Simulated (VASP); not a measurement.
# Ta4Al5N9 in VASP: further runs

Ta4Al5N9 is run at these levels: PBE; tasks: single point.

All numbers are computed with VASP 6.6.1; they aren't measurements. Logs are shortened: lines on timing, memory, paths and dates and some standing lists are left out, and cuts for length are marked.

## (1) The cell of the first run

The cell holds a disordered packing, 18 atoms: a = 5.705 Å, b = 6.301 Å, c = 5.766 Å, α = 87.31°, β = 90.43°, γ = 91.07°.

## (2) Single point, PBE

File INCAR:

```
PREC = Accurate
ENCUT = 520
EDIFF = 1E-6
ISMEAR = -1
SIGMA = 0.2482
LREAL = Auto
LASPH = T
NELM = 60
ALGO = Normal
ISIF = 2
LWAVE = F
LCHARG = F
GGA = PE
ISYM = 0
NBANDS = 67
```

File KPOINTS:

```
Automatic mesh
0
Gamma
  1 1 1
  0.25 0.25 0.25
```

File POSCAR:

```
Ta4Al5N9
1.0
    5.7043550000     -0.0555350000     -0.0206970000
   -0.0555350000      6.2992770000      0.1411560000
   -0.0206970000      0.1411560000      5.7643950000
Al N Ta
5 9 4
Direct
    0.1390062914      0.6849648302      0.8056583766
    0.3807963924      0.0837100170      0.6069946927
    0.6197229903      0.4823581536      0.6990471089
    1.1523569117      0.8738192523      0.2016890759
    0.5971742328     -0.0306284720      0.0279640982
    0.6754219967      0.2372101064      0.4870454886
    0.7620388049      0.2740649105      0.0294570394
    0.3677491037      0.5004223216      0.8775902224
    0.5952266749      0.7092389421      0.2751449327
   -0.0969683092     -0.0942819525     -0.1171044819
    0.9516815454      0.5720156260      0.6219980614
    0.5082614867     -0.1707324326      0.7407633230
    0.1660204392      0.5411478410      1.1926789993
    0.2876705389      0.1502028212      0.1573833659
    0.4921575579      0.4115191807      0.1907865064
    1.0243752216      0.2878172499      0.3856590956
    0.7575727032     -0.0973007060      0.4863618924
    0.0824177108      0.2907627518      0.8948819247
```

Potentials or basis: VASP PAW PBE potentials, release 64 (Al, N, Ta_pv).

Command:

```bash
$ cat potpaw_PBE.64/Al/POTCAR potpaw_PBE.64/N/POTCAR potpaw_PBE.64/Ta_pv/POTCAR > POTCAR
$ mpirun -np 1 vasp_std > vasp.out
```

OUTCAR:

```text
PREC = Accurate
   ENCUT = 520
   EDIFF = 1E-6
   ISMEAR = -1
   LREAL = Auto
   LASPH = T
   NELM = 60
   ISIF = 2
   GGA = PE
   ISYM = 0

 ion  position               nearest neighbor table
   1  0.139  0.685  0.806-  11 1.67   8 1.80  10 2.02  12 2.30  13 2.37  18 2.53   4 2.62   2 3.03
                             3 3.12  17 3.13   3 3.27  15 3.42
   2  0.381  0.084  0.607-  12 1.90   6 2.03  17 2.57  16 2.71  18 2.77   5 2.79   3 2.90   4 3.01
                             1 3.03  15 3.15
   3  0.620  0.482  0.699-   8 1.78  11 2.01   6 2.05  12 2.31   7 2.41   2 2.90  15 2.94  17 2.96
                            15 3.07  18 3.11   1 3.12  16 3.24   1 3.27  18 3.45
   4  0.152  0.874  0.202-  14 1.90  13 2.10  10 2.32   1 2.62   5 2.78  17 2.81  16 2.97   2 3.01
                            18 3.13
   5  0.597  0.969  0.028-  12 1.97  10 2.00   9 2.12   7 2.12  14 2.27   4 2.78   2 2.79  17 2.81
                            15 3.05  17 3.31  18 3.47
   6  0.675  0.237  0.487-   2 2.03   3 2.05  16 2.09  17 2.17  15 2.25
   7  0.762  0.274  0.029-  18 1.99  15 2.03   5 2.12   3 2.41  16 2.54
   8  0.368  0.500  0.878-   3 1.78   1 1.80  15 1.99  18 2.08
   9  0.595  0.709  0.275-  17 1.98  15 2.04   5 2.12
  10  0.903  0.906  0.883-   5 2.00   1 2.02   4 2.32  17 2.43  18 2.62
  11  0.952  0.572  0.622-   1 1.67   3 2.01  16 2.35  18 2.44  17 2.47
  12  0.508  0.829  0.741-   2 1.90   5 1.97  17 2.08   1 2.30   3 2.31
  13  0.166  0.541  0.193-  15 2.05  16 2.06   4 2.10   1 2.37  18 2.42
  14  0.288  0.150  0.157-   4 1.90  15 2.02  18 2.08  16 2.22   5 2.27
  15  0.492  0.412  0.191-   8 1.99  14 2.02   7 2.03   9 2.04  13 2.05   6 2.25   3 2.94  16 2.98
                            18 2.99   5 3.05   3 3.07   2 3.15  16 3.32   1 3.42
  16  0.024  0.288  0.386-  13 2.06   6 2.09  14 2.22  11 2.35   7 2.54   2 2.71  18 2.85  17 2.88
                            18 2.95   4 2.97  15 2.98   3 3.24  15 3.32
  17  0.758  0.903  0.486-   9 1.98  12 2.08   6 2.17  10 2.43  11 2.47   2 2.57   5 2.81   4 2.81
                            16 2.88   3 2.96   1 3.13   5 3.31
  18  0.082  0.291  0.895-   7 1.99   8 2.08  14 2.08  13 2.42  11 2.44   1 2.53  10 2.62   2 2.77
                            16 2.85  16 2.95  15 2.99   3 3.11   4 3.13   3 3.45   5 3.47

IMPORTANT INFORMATION: All symmetrisations will be switched off!
NOSYMM: (Re-)initialisation of all symmetry stuff for point group C_1.

----------------------------------------------------------------------------------------

                                     Primitive cell

  volume of cell :     207.0000

  direct lattice vectors                    reciprocal lattice vectors
     5.704355000 -0.055535000 -0.020697000     0.175321724  0.001532387  0.000591966
    -0.055535000  6.299277000  0.141156000     0.001532387  0.158848928 -0.003884321
    -0.020697000  0.141156000  5.764395000     0.000591966 -0.003884321  0.173575986

  length of vectors
     5.704662871  6.301103068  5.766160169     0.175329420  0.158903801  0.173620452

  position of ions in fractional coordinates (direct lattice)
     0.139006291  0.684964830  0.805658377
     0.380796392  0.083710017  0.606994693
     0.619722990  0.482358154  0.699047109
     0.152356912  0.873819252  0.201689076
     0.597174233  0.969371528  0.027964098
     0.675421997  0.237210106  0.487045489
     0.762038805  0.274064911  0.029457039
     0.367749104  0.500422322  0.877590222
     0.595226675  0.709238942  0.275144933
     0.903031691  0.905718048  0.882895518
     0.951681545  0.572015626  0.621998061
     0.508261487  0.829267567  0.740763323
     0.166020439  0.541147841  0.192678999
     0.287670539  0.150202821  0.157383366
     0.492157558  0.411519181  0.190786506
     0.024375222  0.287817250  0.385659096
     0.757572703  0.902699294  0.486361892
     0.082417711  0.290762752  0.894881925

  ion indices of the primitive-cell ions
   primitive index   ion index
                 1           1
                 2           2
                 3           3
                 4           4
                 5           5
                 6           6
                 7           7
                 8           8
                 9           9
                10          10
                11          11
                12          12
                13          13
                14          14
                15          15
                16          16
                17          17
                18          18

----------------------------------------------------------------------------------------

 KPOINTS: Automatic mesh

Automatic generation of k-mesh.
 Grid dimensions read from file:
 generate k-points for:    1    1    1

 Generating k-lattice:

  Cartesian coordinates                     Fractional coordinates (reciprocal lattice)
     0.175321724  0.001532387  0.000591966     1.000000000  0.000000000  0.000000000
     0.001532387  0.158848928 -0.003884321     0.000000000  1.000000000 -0.000000000
     0.000591966 -0.003884321  0.173575986     0.000000000 -0.000000000  1.000000000

  Length of vectors
     0.175329420  0.158903801  0.173620452

  Shift w.r.t. Gamma in fractional coordinates (k-lattice)
     0.250000000  0.250000000  0.250000000

 Subroutine IBZKPT returns following result:
 ===========================================

 Found      1 irreducible k-points:

 Following reciprocal coordinates:
            Coordinates               Weight
  0.250000  0.250000  0.250000      2.000000
   k-points           NKPTS =      1   k-points in BZ     NKDIM =      1   number of bands    NBANDS=     67
   number of dos      NEDOS =    301   number of ions     NIONS =     18
   total plane-waves  NPLWV =  96768
   dimension x,y,z NGX =    42 NGY =   48 NGZ =   48
   dimension x,y,z NGXF=    84 NGYF=   96 NGZF=   96
   ions per type =               5   9   4
   NGX,Y,Z   is equivalent  to a cutoff of  12.24, 12.66, 13.84 a.u.
   NGXF,Y,Z  is equivalent  to a cutoff of  24.48, 25.33, 27.68 a.u.
 SYSTEM =  unknown system
   PREC   = accura    normal or accurate (medium, high low for compatibility)
   ISTART =      0    job   : 0-new  1-cont  2-samecut
   ICHARG =      2    charge: 1-file 2-atom 10-const
   ISPIN  =      1    spin polarized calculation?
   LNONCOLLINEAR =      F non collinear calculations
   LSORBIT =      F    spin-orbit coupling
   LASPH  =      T    aspherical Exc in radial PAW
   ENCUT  =  520.0 eV  38.22 Ry    6.18 a.u.  10.61 11.72 10.72*2*pi/ulx,y,z
   NELM   =     60;   NELMIN=  2; NELMDL= -5     # of ELM steps
   EDIFF  = 0.1E-05   stopping-criterion for ELM
   LREAL  =      T    real-space projection
   EDIFFG = 0.1E-04   stopping-criterion for IOM
   NSW    =      0    number of steps for IOM
   IBRION =     -1    ionic relax: 0-MD 1-quasi-New 2-CG
   NFREE  =      0    steps in history (QN), initial steepest desc. (CG)
   ISIF   =      2    stress and relaxation
   ISYM   =      0    0-nonsym 1-usesym 2-fastsym
   POTIM  = 0.5000    time-step for ionic-motion
   TEBEG  =    0.0;   TEEND  =   0.0 temperature during run
   PSTRESS=    0.0 pullay stress
   NELECT =     104.0000    total number of electrons
   NUPDOWN=      -1.0000    fix difference up-down
   EMIN   =  10.00;   EMAX   =-10.00  energy-range for DOS
   EFERMI =   0.00;   METHOD = LEGACY
   ISMEAR =    -1;   SIGMA  =   0.25  broadening in eV -4-tet -1-fermi 0-gaus
   EFERMI_NEDOS =   21; number of points for ismear=-14 and -15
   IALGO  =     38    algorithm
   IMIX   =      4    mixing-type and parameters
     AMIX     =   0.40;   BMIX     =  1.00
     AMIX_MAG =   1.60;   BMIX_MAG =  1.00
  volume/ion in A,a.u.               =      11.50        77.61
  Fermi-wavevector in a.u.,A,eV,Ry     =   1.301455  2.459393 23.045347  1.693785
  Thomas-Fermi vector in A             =   2.432588
   LORBIT       =      0    0 simple, 1 ext, 2 COOP (PROOUT), +10 PAW based schemes
   GGA     = PE    functional components
   LHFCALC =     F    Hartree Fock is set to
   AEXX    =    0.0000 exact exchange contribution
   IVDW    =     0    specifies the selected vdW correction
   LEPSILON=     F    determine dielectric tensor
   LRPA    =     F    only Hartree local field effects (RPA)
 non-spin polarized calculation
  energy-cutoff  :      520.00
  volume of cell :      207.00
 maximum number of plane-waves:      5572
 NGX is ok and might be reduce to    42
   NGX = 21   NGY = 23   NGZ = 21

 number of electron     104.0000003 magnetization

 Free energy of the ion-electron system (eV)
  ---------------------------------------------------
  ext. energy  EPLUGINS =         0.00000000
  ---------------------------------------------------
  free energy    TOTEN  =      -146.13993358 eV

  energy without entropy =     -145.01677816  energy(sigma->0) =     -145.57835587

 E-fermi :   7.4357     XC(G=0): -11.6338

 val. band max:        7.3052666222   @ k =   0.2500   0.2500   0.2500
 cond. band min:       7.5531033551   @ k =   0.2500   0.2500   0.2500
 fundamental gap:      0.2478367329
 Fermi energy:         7.4357088745

 k-point     1 :       0.2500    0.2500    0.2500
  band No.  band energies     occupation
      1     -28.2040      2.00000
      2     -27.9987      2.00000
      3     -27.9387      2.00000
      4     -27.9112      2.00000
      5     -27.8578      2.00000
      6     -27.8299      2.00000
      7     -27.7653      2.00000
      8     -27.7246      2.00000
      9     -27.6759      2.00000
     10     -27.5887      2.00000
     11     -27.4190      2.00000
     12     -27.3659      2.00000
     13      -9.4951      2.00000
     14      -8.6748      2.00000
     15      -8.3651      2.00000
     16      -7.9911      2.00000
     17      -7.5451      2.00000
     18      -7.2950      2.00000
     19      -7.0504      2.00000
     20      -6.7767      2.00000
     21      -6.1208      2.00000
     22      -0.6558      2.00000
     23      -0.5250      2.00000
     24      -0.2100      2.00000
     25       0.0345      2.00000
     26       0.5083      2.00000
     27       0.7173      2.00000
     28       1.0537      2.00000
     29       1.3054      2.00000
     30       1.4892      2.00000
     31       1.7117      2.00000
     32       1.9545      2.00000
     33       2.1664      2.00000
     34       2.2439      2.00000
     35       2.5476      2.00000
     36       2.7079      2.00000
     37       2.7797      2.00000
     38       3.3436      2.00000
     39       3.5563      2.00000
     40       3.7163      2.00000
     41       3.8126      2.00000
     42       4.2347      1.99999
     43       4.4364      1.99999
     44       4.6117      1.99998
     45       4.9009      1.99993
     46       5.1536      1.99980
     47       5.3801      1.99949
     48       5.7684      1.99758
     49       6.0746      1.99173
     50       6.3218      1.97776
     51       6.9307      1.76875
     52       7.3053      1.25689
     53       7.5531      0.76782
     54       8.0323      0.16579
     55       8.3281      0.05343
     56       8.6753      0.01346
     57       8.9013      0.00544
     58       9.2104      0.00157
     59       9.5407      0.00041
     60       9.8962      0.00010
     61      10.0592      0.00005
     62      10.2569      0.00002
     63      10.4929      0.00001
     64      10.7720      0.00000
 [bands above 64 left out]

------------------------ aborting loop because EDIFF is reached ----------------------------------------

  FORCE on cell =-STRESS in cart. coord.  units (eV):
  Direction    XX          YY          ZZ          XY          YZ          ZX
  --------------------------------------------------------------------------------------
  -------------------------------------------------------------------------------------
  Total       14.0564933      1.8680056     22.4238152      5.5806698     -0.2791603     -5.0810329
  in kB      108.7970800     14.4583398    173.5600452     43.1943132     -2.1606975    -39.3271305
  external PRESSURE =      98.9384883 kB  Pullay stress =       0.0000000 kB

 VOLUME and BASIS-vectors are now :
 -----------------------------------------------------------------------------
  energy-cutoff  :      520.00
  volume of cell :      207.00
      direct lattice vectors                 reciprocal lattice vectors
     5.704355000 -0.055535000 -0.020697000     0.175321724  0.001532387  0.000591966
    -0.055535000  6.299277000  0.141156000     0.001532387  0.158848928 -0.003884321
    -0.020697000  0.141156000  5.764395000     0.000591966 -0.003884321  0.173575986

 POSITION                                       TOTAL-FORCE (eV/Angst)
 -----------------------------------------------------------------------------------
      0.73823      4.42079      4.73794         1.505211      5.419646      1.680450
      2.15499      0.59185      3.50289        -1.003627      0.632597      0.047303
      3.49386      3.10277      4.08485         2.633574     -0.051673     -0.727104
      0.81640      5.52444      1.28281        -1.685403     -0.989407      0.458245
      3.35208      6.07712      0.28567         2.097796     -0.565798     -1.241128
      3.82959      1.52549      2.82703        -1.855557     -0.890401      0.958774
      4.33111      1.68825      0.19272        -0.543290      0.476304     -0.298987
      2.05182      3.25575      5.12180         1.436568     -2.436306     -2.320375
      3.35030      4.47348      1.67384         0.397213      2.116523     -0.089299
      5.08264      5.77984      5.19852         3.688205      0.617200      0.147082
      5.38409      3.63823      3.64649        -3.659453     -4.151079     -2.309275
      2.83792      5.30012      4.37659        -2.506922      2.303189      0.162648
      0.91300      3.42682      1.18363        -2.980302      1.385788      0.633413
      1.62938      0.95241      0.92247         0.512656     -3.614905     -0.363265
      2.78064      2.59187      1.14767         2.272166      1.786965      1.499099
      0.11508      1.86612      2.26321        -1.551703      2.708658     -0.061879
      4.26127      5.71293      2.91532         1.825032     -2.328274      2.894596
      0.43547      1.95334      5.19779        -0.582162     -2.419026     -1.070299
 -----------------------------------------------------------------------------------
    total drift:                               -0.005807      0.001369     -0.008691

  FREE ENERGIE OF THE ION-ELECTRON SYSTEM (eV)
  ---------------------------------------------------
  free  energy   TOTEN  =      -146.1399335777 eV

  energy  without entropy=     -145.0167781609  energy(sigma->0) =     -145.57835587
```

Run time: 49 s. Hardware: 1 thread of Intel Xeon Platinum 8488C (Sapphire Rapids), shared host; peak memory 0.29 GiB.

Results:

| Property | Result |
| --- | --- |
| Free energy | -146.1399 eV |
| Pressure | 9.9 GPa |
| Largest force | 5.996 eV/Å |

Forces on the atoms (eV/Å):
```
Al   1.505  5.420  1.680
Al  -1.004  0.633  0.047
Al   2.634 -0.052 -0.727
Al  -1.685 -0.989  0.458
Al   2.098 -0.566 -1.241
N   -1.856 -0.890  0.959
N   -0.543  0.476 -0.299
N    1.437 -2.436 -2.320
N    0.397  2.117 -0.089
N    3.688  0.617  0.147
N   -3.659 -4.151 -2.309
N   -2.507  2.303  0.163
N   -2.980  1.386  0.633
N    0.513 -3.615 -0.363
Ta   2.272  1.787  1.499
Ta  -1.552  2.709 -0.062
Ta   1.825 -2.328  2.895
Ta  -0.582 -2.419 -1.070
```

Stress tensor (GPa, compression positive):
```
10.88  4.32 -3.93
 4.32  1.45 -0.22
-3.93 -0.22 17.36
```

Levels at points of the mesh, in eV from the Fermi level:
```
           k point  band 50  band 51  band 52  band 53  band 54  band 55
(0.25, 0.25, 0.25)    -1.11    -0.51    -0.13     0.12     0.60     0.89
```

Caveat: the k points lie up to 1.10 Å⁻¹ apart, too coarse for converged energies, forces and pressures; the atoms stand as in a frame of molecular dynamics; spin-orbit coupling is left out, which moves the levels of the heavy elements.

## (3) Single point, PBE

File INCAR:

```
PREC = Accurate ; ENCUT = 520
EDIFF = 1E-6 ; ISMEAR = -1
SIGMA = 0.1379 ; LREAL = Auto
LASPH = T ; NELM = 100
ALGO = Normal ; ISIF = 2
LWAVE = F ; LCHARG = F
GGA = PE ; NBANDS = 67
ISYM = 0
```

KPOINTS is that of step 2.

File POSCAR:

```
Ta4Al5N9
1.0
    5.7043550000     -0.0555350000     -0.0206970000
   -0.0555350000      6.2992770000      0.1411560000
   -0.0206970000      0.1411560000      5.7643950000
Al N Ta
5 9 4
Direct
    0.2143083713      0.6774839886      0.7838795937
    0.3305897505      0.0252790597      0.5096595436
    0.6794824256      0.3689373450      0.7052730647
    0.1095335718      0.8145111796      0.1633328175
    0.6830257057      0.8863947154     -0.0426550140
    0.6313263244      0.1644828239      0.4763937626
    0.7460703586      0.2076683508      0.0071661960
    0.3948566913      0.4104672093      0.8378723942
    0.5817704873      0.7298270428      0.2264793509
    1.0159286446      0.8819922093      0.8673337242
    0.9493358857      0.5208570514      0.6315461218
    0.4976935138      0.7870203437      0.7362085907
    0.1392116261      0.5179784261      0.1691357897
    0.3182606802      0.0757881544      0.2036047302
    0.5034011745      0.4016075486      0.1955226141
   -0.0478474108      0.3031389341      0.3430720523
    0.7764496750      0.8395515872      0.4825379654
    0.1168436010      0.2325890678      0.8785594966
```

Potentials or basis: VASP PAW PBE potentials, release 64 (Al, N, Ta_pv).

Command:

```bash
$ cat potpaw_PBE.64/Al/POTCAR potpaw_PBE.64/N/POTCAR potpaw_PBE.64/Ta_pv/POTCAR > POTCAR
$ mpirun -np 1 vasp_std > vasp.out
```

Wall time 39 s (1 thread of Intel Xeon Platinum 8488C (Sapphire Rapids), shared host); peak memory 0.29 GiB.

Results (log left out):

```yaml
Free_energy: -149.8577 eV
Pressure: 4.1 GPa
Largest_force: 5.742 eV/Å
```

Forces in eV/Å, atoms in the order of the input:
```
Al  -1.081 -3.124 -1.316
Al   0.074  0.276  1.643
Al  -1.492 -0.768  2.025
Al   1.289  1.333  2.372
Al   0.473  2.315  1.921
N    1.007  0.279  0.362
N    1.717  0.887  0.145
N    1.160  0.859 -0.439
N    1.009 -0.318  0.866
N   -1.372  1.331 -0.385
N    0.153 -1.344 -0.367
N    0.699  2.741 -3.205
N    0.493  0.702 -1.378
N   -3.642  1.605 -4.139
Ta  -1.169 -2.366 -0.854
Ta   1.801 -1.789  0.971
Ta  -0.358 -0.738  0.803
Ta  -0.760 -1.881  0.974
```

Stress tensor (GPa, compression positive):
```
  7.55   1.36 -10.53
  1.36  -7.23  -0.24
-10.53  -0.24  12.03
```

Levels at points of the mesh, in eV from the Fermi level:
| k point | band 50 | band 51 | band 52 | band 53 | band 54 | band 55 |
| --- | --- | --- | --- | --- | --- | --- |
| (0.25, 0.25, 0.25) | -0.99 | -0.68 | -0.16 | 0.17 | 0.62 | 1.00 |

Caveat: the k points lie up to 1.10 Å⁻¹ apart, too coarse for converged energies, forces and pressures; the atoms stand as in a frame of molecular dynamics; spin-orbit coupling is left out, which moves the levels of the heavy elements.
